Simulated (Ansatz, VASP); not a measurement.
**ZnInC2N2: VASP beside Ansatz**

```xyz
6
Lattice="3.2249 -0.0504 -0.0043 0.1757 4.2618 -0.0141 0.2412 0.0171 7.0219" Properties=species:S:1:pos:R:3 pbc="T T T"
Zn    0.1206    0.0086    3.5109
In    0.0000    0.0000    0.0000
C     0.2838    1.4760    4.9610
C     3.3580    2.7527    2.0424
N     0.3402    2.6663    5.0289
N     3.3016    1.5624    1.9745
```

Alike in both runs: functional PBE; k mesh 6 × 4 × 4; occupations gaussian, width 0.1 eV; no spin polarisation.

Ansatz relaxed the structure, and its values are those at the end. VASP's run is a single point on that final structure, the one shown.

|  | VASP | Ansatz |
| --- | --- | --- |
| version | VASP 6.6.1 | Ansatz 0.2.0 |
| potentials or method | VASP PAW PBE potentials, release 64 (Zn, In_d, C, N), cutoff 520 eV | scalar-relativistic, plane waves, PAW |
| valence electrons in the cell | 43 | 43 |

|  | VASP | Ansatz | Ansatz less VASP |
| --- | --- | --- | --- |
| gap on the k mesh at the Fermi level (eV) | none | none | - |
| pressure (GPa) | 0.5 | 0.1 | -0.41 |
| rms of the force components (eV/Å) | 0.139 | 0.006 | -0.1325 |

A gap of «none» marks a metal or a gap that the smearing closes. One of these differences is far larger than is usual between the two programs; its cause wasn't traced.

The k mesh is coarse, so the values compare programs but aren't converged. Noted on VASP's run: the standard files for N, O and F lose accuracy on very short bonds.
